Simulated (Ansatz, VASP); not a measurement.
**GeBiO4: VASP beside Ansatz**

```xyz
6
Lattice="3.6373 0.0000 0.0000 0.0000 3.6373 0.0000 0.0000 0.0000 5.3036" Properties=species:S:1:pos:R:3 pbc="T T T"
Ge    1.8187    1.8187    2.6518
Bi    0.0000    0.0000    0.0000
O     1.8187    0.0000    3.8409
O     0.0000    1.8187    1.4627
O     1.8187    0.0000    1.4627
O     0.0000    1.8187    3.8409
```

Change from the starting cell: species swapped into the NaErF4 type (P4/mmm, No. 123).

Alike in both runs: functional PBE; k mesh 10 × 10 × 8; occupations gaussian, width 0.1 eV; no spin polarisation.

Ansatz relaxed the structure, and its values are those at the end. VASP's run is a single point on that final structure, the one shown.

|  | VASP | Ansatz |
| --- | --- | --- |
| version | VASP 6.6.1 | Ansatz 0.2.0 |
| potentials or method | VASP PAW PBE potentials, release 64 (Ge_d, Bi_d, O), cutoff 520 eV | scalar-relativistic, plane waves, PAW |
| valence electrons in the cell | 53 | 53 |

|  | VASP | Ansatz | Ansatz less VASP |
| --- | --- | --- | --- |
| gap on the k mesh at the Fermi level (eV) | none | none | - |
| pressure (GPa) | 0.3 | 0.0 | -0.30 |

A gap of «none» marks a metal or a gap that the smearing closes.

Neither program's run includes spin-orbit coupling.
